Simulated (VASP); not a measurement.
# Mg (P6_3/mmc) in VASP: a series of runs

The runs below take Mg through single point, with PBE.

Program: VASP 6.6.1. These are calculated values, not measurements. Logs are shortened: lines on timing, memory, paths and dates and some standing lists are left out, and cuts for length are marked.

**1. The cell of the first run**

The structure is hexagonal, space group P6_3/mmc (No. 194). The conventional cell has a = 3.209 Å, b = 3.209 Å, c = 5.106 Å, α = 90.00°, β = 90.00°, γ = 120.00°. Mg (site symmetry -6m2) has 12 Mg at 3.15 to 3.21 Å within 4.2 Å.

**2. Single point, PBE**

The input, INCAR:

```
ALGO = Normal
EDIFF = 1E-7
ENCUT = 520
GGA = PE
ISIF = 2
ISMEAR = -1
LASPH = T
LCHARG = F
LREAL = F
LWAVE = F
NBANDS = 9
NELM = 100
PREC = Accurate
SIGMA = 0.05
```

The input, KPOINTS:

```
k-points
0
Gamma
  8 8 5
```

The input, POSCAR:

```
Mg
1.0
    3.2093000000      0.0000000000      0.0000000000
   -1.6046500000      2.7793353284      0.0000000000
    0.0000000000      0.0000000000      5.1060940000
Mg
2
Direct
    0.6666666667      0.3333333333      0.7500000000
    0.3333333333      0.6666666667      0.2500000000
```

Potentials or basis: VASP PAW PBE potentials, release 64 (Mg).

On the command line:

```console
> cat potpaw_PBE.64/Mg/POTCAR > POTCAR
> mpirun -np 1 vasp_std > vasp.out
```

OUTCAR:

```text
EDIFF = 1E-7
   ENCUT = 520
   GGA = PE
   ISIF = 2
   ISMEAR = -1
   LASPH = T
   LREAL = F
   NELM = 100
   PREC = Accurate

 ion  position               nearest neighbor table
   1  0.667  0.333  0.750-   2 3.15   2 3.15   2 3.15   2 3.15   2 3.15   2 3.15
   2  0.333  0.667  0.250-   1 3.15   1 3.15   1 3.15   1 3.15   1 3.15   1 3.15

  LATTYP: Found a hexagonal cell.
 ALAT       =     3.2093000000
 C/A-ratio  =     1.5910304428

  Lattice vectors:

 A1 = (   3.2093000000,   0.0000000000,   0.0000000000)
 A2 = (  -1.6046500000,   2.7793353284,   0.0000000000)
 A3 = (   0.0000000000,   0.0000000000,   5.1060940000)

Analysis of symmetry for initial positions (statically):
=====================================================================
 Subroutine PRICEL returns:
 Original cell was already a primitive cell.

 Routine SETGRP: Setting up the symmetry group for a
 hexagonal supercell.

 Subroutine GETGRP returns: Found 24 space group operations
 (whereof 12 operations were pure point group operations)
 out of a pool of 24 trial point group operations.

The static configuration has the point symmetry D_3d.
 The point group associated with its full space group is D_6h.

Analysis of symmetry for dynamics (positions and initial velocities):
=====================================================================
 Subroutine PRICEL returns:
 Original cell was already a primitive cell.

 Routine SETGRP: Setting up the symmetry group for a
 hexagonal supercell.

 Subroutine GETGRP returns: Found 24 space group operations
 (whereof 12 operations were pure point group operations)
 out of a pool of 24 trial point group operations.

The dynamic configuration has the point symmetry D_3d.
 The point group associated with its full space group is D_6h.

 Subroutine INISYM returns: Found 24 space group operations
 (whereof 12 operations are pure point group operations),
 and found     1 'primitive' translations

----------------------------------------------------------------------------------------

                                     Primitive cell

  volume of cell :      45.5449

  direct lattice vectors                    reciprocal lattice vectors
     3.209300000  0.000000000  0.000000000     0.311594429  0.179899127  0.000000000
    -1.604650000  2.779335328  0.000000000     0.000000000  0.359798255  0.000000000
     0.000000000  0.000000000  5.106094000     0.000000000  0.000000000  0.195844416

  length of vectors
     3.209300000  3.209300000  5.106094000     0.359798255  0.359798255  0.195844416

  position of ions in fractional coordinates (direct lattice)
     0.666666667  0.333333333  0.750000000
     0.333333333  0.666666667  0.250000000

  ion indices of the primitive-cell ions
   primitive index   ion index
                 1           1
                 2           2

----------------------------------------------------------------------------------------

 KPOINTS: k-points

Automatic generation of k-mesh.
 Grid dimensions read from file:
 generate k-points for:    8    8    5

 Generating k-lattice:

  Cartesian coordinates                     Fractional coordinates (reciprocal lattice)
     0.038949304  0.022487391  0.000000000     0.125000000  0.000000000  0.000000000
     0.000000000  0.044974782  0.000000000     0.000000000  0.125000000  0.000000000
     0.000000000  0.000000000  0.039168883     0.000000000  0.000000000  0.200000000

  Length of vectors
     0.044974782  0.044974782  0.039168883

  Shift w.r.t. Gamma in fractional coordinates (k-lattice)
     0.000000000  0.000000000  0.000000000

 Subroutine IBZKPT returns following result:
 ===========================================

 Found     30 irreducible k-points:

 Following reciprocal coordinates:
            Coordinates               Weight
  0.000000  0.000000  0.000000      1.000000
  0.125000 -0.000000  0.000000      6.000000
  0.250000 -0.000000  0.000000      6.000000
  0.375000 -0.000000  0.000000      6.000000
  0.500000 -0.000000  0.000000      3.000000
  0.125000  0.125000  0.000000      6.000000
[... 16 lines left out ...]
  0.250000 -0.000000  0.400000     12.000000
  0.375000 -0.000000  0.400000     12.000000
 [... further k-points ...]
   k-points           NKPTS =     30   k-points in BZ     NKDIM =     30   number of bands    NBANDS=      9
   number of dos      NEDOS =    301   number of ions     NIONS =      2
   total plane-waves  NPLWV =  23040
   dimension x,y,z NGX =    24 NGY =   24 NGZ =   40
   dimension x,y,z NGXF=    48 NGYF=   48 NGZF=   80
   ions per type =               2
   NGX,Y,Z   is equivalent  to a cutoff of  12.43, 12.43, 13.02 a.u.
   NGXF,Y,Z  is equivalent  to a cutoff of  24.86, 24.86, 26.05 a.u.
 SYSTEM =  unknown system
   PREC   = accura    normal or accurate (medium, high low for compatibility)
   ISTART =      0    job   : 0-new  1-cont  2-samecut
   ICHARG =      2    charge: 1-file 2-atom 10-const
   ISPIN  =      1    spin polarized calculation?
   LNONCOLLINEAR =      F non collinear calculations
   LSORBIT =      F    spin-orbit coupling
   LASPH  =      T    aspherical Exc in radial PAW
   ENCUT  =  520.0 eV  38.22 Ry    6.18 a.u.   5.97  5.97  9.49*2*pi/ulx,y,z
   NELM   =    100;   NELMIN=  2; NELMDL= -5     # of ELM steps
   EDIFF  = 0.1E-06   stopping-criterion for ELM
   LREAL  =      F    real-space projection
   EDIFFG = 0.1E-05   stopping-criterion for IOM
   NSW    =      0    number of steps for IOM
   IBRION =     -1    ionic relax: 0-MD 1-quasi-New 2-CG
   NFREE  =      0    steps in history (QN), initial steepest desc. (CG)
   ISIF   =      2    stress and relaxation
   ISYM   =      2    0-nonsym 1-usesym 2-fastsym
   POTIM  = 0.5000    time-step for ionic-motion
   TEBEG  =    0.0;   TEEND  =   0.0 temperature during run
   PSTRESS=    0.0 pullay stress
   NELECT =       4.0000    total number of electrons
   NUPDOWN=      -1.0000    fix difference up-down
   EMIN   =  10.00;   EMAX   =-10.00  energy-range for DOS
   EFERMI =   0.00;   METHOD = LEGACY
   ISMEAR =    -1;   SIGMA  =   0.05  broadening in eV -4-tet -1-fermi 0-gaus
   EFERMI_NEDOS =   21; number of points for ismear=-14 and -15
   IALGO  =     38    algorithm
   IMIX   =      4    mixing-type and parameters
     AMIX     =   0.40;   BMIX     =  1.00
     AMIX_MAG =   1.60;   BMIX_MAG =  1.00
  volume/ion in A,a.u.               =      22.77       153.68
  Fermi-wavevector in a.u.,A,eV,Ry     =   0.727693  1.375140  7.204788  0.529537
  Thomas-Fermi vector in A             =   1.818980
   LORBIT       =      0    0 simple, 1 ext, 2 COOP (PROOUT), +10 PAW based schemes
   GGA     = PE    functional components
   LHFCALC =     F    Hartree Fock is set to
   AEXX    =    0.0000 exact exchange contribution
   IVDW    =     0    specifies the selected vdW correction
   LEPSILON=     F    determine dielectric tensor
   LRPA    =     F    only Hartree local field effects (RPA)
 non-spin polarized calculation
  energy-cutoff  :      520.00
  volume of cell :       45.54
 maximum number of plane-waves:      1247
 NGX is ok and might be reduce to    24
   NGX = 11   NGY = 11   NGZ = 19

 number of electron       4.0000000 magnetization

 Free energy of the ion-electron system (eV)
  ---------------------------------------------------
  ext. energy  EPLUGINS =         0.00000000
  ---------------------------------------------------
  free energy    TOTEN  =        -3.03775577 eV

  energy without entropy =       -3.03226314  energy(sigma->0) =       -3.03500946

 E-fermi :   2.7295     XC(G=0):  -8.5155

 val. band max:        2.6853226788   @ k =   0.2500   0.2500   0.2000
 cond. band min:       2.7627613980   @ k =   0.2500  -0.0000   0.0000
 fundamental gap:      0.0774387192
 Fermi energy:         2.7295302945

 k-point     1 :       0.0000    0.0000    0.0000
  band No.  band energies     occupation
      1      -4.2908      2.00000
      2       1.0849      2.00000
      3       1.6251      2.00000
      4      13.4485      0.00000
      5      13.4485      0.00000
      6      13.5290      0.00000
      7      13.5290      0.00000
      8      14.6269      0.00000
      9      15.9549      0.00000

 k-point     2 :       0.1250   -0.0000    0.0000
  band No.  band energies     occupation
      1      -3.9860      2.00000
      2       1.3630      2.00000
      3       1.9192      2.00000
      4       9.9196      0.00000
      5      11.6960      0.00000
      6      12.4984      0.00000
      7      14.7173      0.00000
      8      15.3920      0.00000
      9      15.6579      0.00000

 k-point     3 :       0.2500   -0.0000    0.0000
  band No.  band energies     occupation
      1      -3.0773      2.00000
      2       2.1980      1.99995
      3       2.7628      0.67940
      4       6.3742      0.00000
      5      10.4160      0.00000
      6      10.6421      0.00000
      7      11.1693      0.00000
      8      12.9278      0.00000
      9      14.9939      0.00000

 k-point     4 :       0.3750   -0.0000    0.0000
  band No.  band energies     occupation
      1      -1.5823      2.00000
      2       2.9011      0.06261
      3       3.5916      0.00000
      4       4.5487      0.00000
      5       8.0953      0.00000
      6       8.5121      0.00000
      7       9.6507      0.00000
      8      11.3467      0.00000
      9      14.1264      0.00000
[... 205 lines left out ...]
 k-point    22 :       0.1250   -0.0000    0.4000
  band No.  band energies     occupation
      1      -3.0668      2.00000
      2      -1.9308      2.00000
      3       6.7812      0.00000
      4       9.7766      0.00000
      5      10.8194      0.00000
      6      11.6521      0.00000
      7      12.4617      0.00000
      8      13.4135      0.00000
      9      14.1125      0.00000

 k-point    23 :       0.2500   -0.0000    0.4000
  band No.  band energies     occupation
      1      -2.1670      2.00000
      2      -1.0424      2.00000
      3       6.8493      0.00000
      4       7.7400      0.00000
      5       8.2453      0.00000
      6      10.6188      0.00000
      7      11.1913      0.00000
      8      12.1637      0.00000
      9      12.7803      0.00000

 k-point    24 :       0.3750   -0.0000    0.4000
  band No.  band energies     occupation
      1      -0.6879      2.00000
      2       0.4121      2.00000
      3       3.9860      0.00000
      4       5.0426      0.00000
      5       8.9499      0.00000
      6      10.4248      0.00000
      7      10.9545      0.00000
      8      11.3950      0.00000
      9      12.3373      0.00000

 [... further k-points ...]

------------------------ aborting loop because EDIFF is reached ----------------------------------------

  FORCE on cell =-STRESS in cart. coord.  units (eV):
  Direction    XX          YY          ZZ          XY          YZ          ZX
  --------------------------------------------------------------------------------------
  -------------------------------------------------------------------------------------
  Total       -0.1150732     -0.1150732      0.3911744      0.0000000      0.0000000      0.0000000
  in kB       -4.0480408     -4.0480408     13.7607134      0.0000000      0.0000000      0.0000000
  external PRESSURE =       1.8882106 kB  Pullay stress =       0.0000000 kB

 VOLUME and BASIS-vectors are now :
 -----------------------------------------------------------------------------
  energy-cutoff  :      520.00
  volume of cell :       45.54
      direct lattice vectors                 reciprocal lattice vectors
     3.209300000  0.000000000  0.000000000     0.311594429  0.179899127  0.000000000
    -1.604650000  2.779335328  0.000000000     0.000000000  0.359798255  0.000000000
     0.000000000  0.000000000  5.106094000     0.000000000  0.000000000  0.195844416

 POSITION                                       TOTAL-FORCE (eV/Angst)
 -----------------------------------------------------------------------------------
      1.60465      0.92645      3.82957        -0.000000      0.000000      0.000000
     -0.00000      1.85289      1.27652         0.000000     -0.000000      0.000000
 -----------------------------------------------------------------------------------
    total drift:                                0.000000     -0.000000      0.000000

  FREE ENERGIE OF THE ION-ELECTRON SYSTEM (eV)
  ---------------------------------------------------
  free  energy   TOTEN  =        -3.0377557687 eV

  energy  without entropy=       -3.0322631415  energy(sigma->0) =       -3.03500946
```

It took 9.2 s on 1 thread of Intel Xeon Platinum 8559C (Emerald Rapids), shared host; peak memory 0.15 GiB.

What came out:

```
Free energy            : -3.0378 eV
Pressure               : 0.2 GPa
Band gap on the k mesh : zero (band 2 reaches 3.62 eV, above the bottom of band 3 at 1.63 eV)
```

**3. Single point, PBE**

This run uses another cell than the first one, of 23.00 Å³/atom, 1.010 times its volume.

The input, INCAR:

```
  PREC = Accurate
  ENCUT = 520
  EDIFF = 1E-6
  ISMEAR = -1
  SIGMA = 0.05
  LREAL = False
  LASPH = True
  NELM = 80
  ALGO = Normal
  ISIF = 2
  LWAVE = False
  LCHARG = False
  GGA = PE
  NBANDS = 9
```

The input, KPOINTS:

```
Automatic mesh
0
Gamma
  8 8 5
```

POSCAR: that of step 2 with these lines changed.

```diff
@@ -4,3 +4,3 @@
    -1.6046500000      2.7793353284      0.0000000000
-    0.0000000000      0.0000000000      5.1060940000
+    0.0000000000      0.0000000000      5.1581970000
 Mg
```

Potentials or basis: VASP PAW PBE potentials, release 64 (Mg).

On the command line:

```console
> cat potpaw_PBE.64/Mg/POTCAR > POTCAR
> mpirun -np 1 vasp_std > vasp.out
```

OUTCAR:

```text
PREC = Accurate
   ENCUT = 520
   EDIFF = 1E-6
   ISMEAR = -1
   LREAL = False
   LASPH = True
   NELM = 80
   ISIF = 2
   GGA = PE

 ion  position               nearest neighbor table
   1  0.667  0.333  0.750-   2 3.18   2 3.18   2 3.18   2 3.18   2 3.18   2 3.18
   2  0.333  0.667  0.250-   1 3.18   1 3.18   1 3.18   1 3.18   1 3.18   1 3.18

  LATTYP: Found a hexagonal cell.
 ALAT       =     3.2093000000
 C/A-ratio  =     1.6072654473

  Lattice vectors:

[... 475 lines left out ...]
 [... further k-points ...]

------------------------ aborting loop because EDIFF is reached ----------------------------------------

  FORCE on cell =-STRESS in cart. coord.  units (eV):
  Direction    XX          YY          ZZ          XY          YZ          ZX
  --------------------------------------------------------------------------------------
  -------------------------------------------------------------------------------------
  Total       -0.1565121     -0.1565121      0.1571828      0.0000000      0.0000000      0.0000000
  in kB       -5.4501623     -5.4501623      5.4735155      0.0000000      0.0000000      0.0000000
  external PRESSURE =      -1.8089364 kB  Pullay stress =       0.0000000 kB

 VOLUME and BASIS-vectors are now :
 -----------------------------------------------------------------------------
  energy-cutoff  :      520.00
  volume of cell :       46.01
      direct lattice vectors                 reciprocal lattice vectors
     3.209300000  0.000000000  0.000000000     0.311594429  0.179899127  0.000000000
    -1.604650000  2.779335328  0.000000000     0.000000000  0.359798255  0.000000000
     0.000000000  0.000000000  5.158197000     0.000000000  0.000000000  0.193866190

 POSITION                                       TOTAL-FORCE (eV/Angst)
 -----------------------------------------------------------------------------------
      1.60465      0.92645      3.86865        -0.000000      0.000000      0.000000
     -0.00000      1.85289      1.28955         0.000000     -0.000000      0.000000
 -----------------------------------------------------------------------------------
    total drift:                               -0.000000      0.000000     -0.000000

  FREE ENERGIE OF THE ION-ELECTRON SYSTEM (eV)
  ---------------------------------------------------
  free  energy   TOTEN  =        -3.0405490734 eV

  energy  without entropy=       -3.0352780654  energy(sigma->0) =       -3.03791357
```

stdout:

```text
POSCAR found type information on POSCAR Mg
 POSCAR found :  1 types and       2 ions
 scaLAPACK will be used
 LDA part: xc-table for (Slater+PW92), standard interpolation
 POSCAR, INCAR and KPOINTS ok, starting setup
 FFT: planning ... GRIDC
 FFT: planning ... GRID_SOFT
 FFT: planning ... GRID
 WAVECAR not read
 entering main loop
```

Run time: 7.8 s. Hardware: 1 thread of Intel Xeon Platinum 8559C (Emerald Rapids), shared host; peak memory 0.15 GiB.

What came out:

- Free energy: -3.0405 eV
- Pressure: -0.2 GPa
- Band gap on the k mesh: zero (band 2 reaches 3.59 eV, above the bottom of band 3 at 1.48 eV)

Stress tensor (GPa, compression positive):
```
-0.55  0.00  0.00
 0.00 -0.55  0.00
 0.00  0.00  0.55
```

Levels at points of the mesh, in eV from the Fermi level:
| k point | band 1 | band 2 | band 3 | band 4 | band 5 |
| --- | --- | --- | --- | --- | --- |
| (0.00, 0.00, 0.00) | -6.95 | -1.66 | -1.17 | 10.80 | 10.80 |
| (0.50, 0.00, 0.00) | -2.19 | -2.19 | 2.64 | 3.02 | 3.32 |

**4. Single point, PBE**

This run uses another cell than the first one, of 23.24 Å³/atom, 1.020 times its volume.

The input, INCAR:

```
SYSTEM = Mg
  PREC = Accurate
  ENCUT = 520
  EDIFF = 1E-6
  ISMEAR = -1
  SIGMA = 0.05
  LREAL = .FALSE.
  LASPH = .TRUE.
  NELM = 100
  ALGO = Normal
  ISIF = 2
  LWAVE = .FALSE.
  LCHARG = .TRUE.
  GGA = PE
  LELF = .TRUE.
  LVHAR = .TRUE.
  NBANDS = 9
```

The input, KPOINTS:

```
regular mesh
0
G
  8 8 5
  0 0 0
```

POSCAR: that of step 3 with these lines changed.

```diff
@@ -4,3 +4,3 @@
    -1.6046500000      2.7793353284      0.0000000000
-    0.0000000000      0.0000000000      5.1581970000
+    0.0000000000      0.0000000000      5.2103000000
 Mg
```

Potentials or basis: VASP PAW PBE potentials, release 64 (Mg).

On the command line:

```console
> cat potpaw_PBE.64/Mg/POTCAR > POTCAR
> mpirun -np 1 vasp_std > vasp.out
```

OUTCAR:

```text
SYSTEM = Mg
   PREC = Accurate
   ENCUT = 520
   EDIFF = 1E-6
   ISMEAR = -1
   LREAL = .FALSE.
   LASPH = .TRUE.
   NELM = 100
   ISIF = 2
   GGA = PE

 ion  position               nearest neighbor table
   1  0.667  0.333  0.750-   2 3.20   2 3.20   2 3.20   2 3.20   2 3.20   2 3.20
   2  0.333  0.667  0.250-   1 3.20   1 3.20   1 3.20   1 3.20   1 3.20   1 3.20

  LATTYP: Found a hexagonal cell.
 ALAT       =     3.2093000000
 C/A-ratio  =     1.6235004518

  Lattice vectors:

[... 476 lines left out ...]

------------------------ aborting loop because EDIFF is reached ----------------------------------------

  FORCE on cell =-STRESS in cart. coord.  units (eV):
  Direction    XX          YY          ZZ          XY          YZ          ZX
  --------------------------------------------------------------------------------------
  -------------------------------------------------------------------------------------
  Total       -0.1848405     -0.1848405     -0.0921921      0.0000000      0.0000000      0.0000000
  in kB       -6.3722626     -6.3722626     -3.1782674      0.0000000      0.0000000      0.0000000
  external PRESSURE =      -5.3075976 kB  Pullay stress =       0.0000000 kB

 VOLUME and BASIS-vectors are now :
 -----------------------------------------------------------------------------
  energy-cutoff  :      520.00
  volume of cell :       46.47
      direct lattice vectors                 reciprocal lattice vectors
     3.209300000  0.000000000  0.000000000     0.311594429  0.179899127  0.000000000
    -1.604650000  2.779335328  0.000000000     0.000000000  0.359798255  0.000000000
     0.000000000  0.000000000  5.210300000     0.000000000  0.000000000  0.191927528

 POSITION                                       TOTAL-FORCE (eV/Angst)
 -----------------------------------------------------------------------------------
      1.60465      0.92645      3.90773         0.000000      0.000000      0.000000
     -0.00000      1.85289      1.30258        -0.000000     -0.000000      0.000000
 -----------------------------------------------------------------------------------
    total drift:                                0.000000     -0.000000      0.000000

  FREE ENERGIE OF THE ION-ELECTRON SYSTEM (eV)
  ---------------------------------------------------
  free  energy   TOTEN  =        -3.0409027481 eV

  energy  without entropy=       -3.0359371653  energy(sigma->0) =       -3.03841996
```

Wall time 6.6 s (1 thread of Intel Xeon Platinum 8559C (Emerald Rapids), shared host); peak memory 0.15 GiB.

Results:

```
Free energy            : -3.0409 eV
Pressure               : -0.5 GPa
Band gap on the k mesh : zero (band 2 reaches 3.57 eV, above the bottom of band 3 at 1.33 eV)
```

Levels at points of the mesh, in eV from the Fermi level:
```csv
k point,band 1,band 2,band 3,band 4,band 5
"(0.00, 0.00, 0.00)",-6.88,-1.67,-1.24,10.87,10.87
"(0.50, 0.00, 0.00)",-2.12,-2.12,2.64,3.01,3.25
```

[end of part 1 of 2]
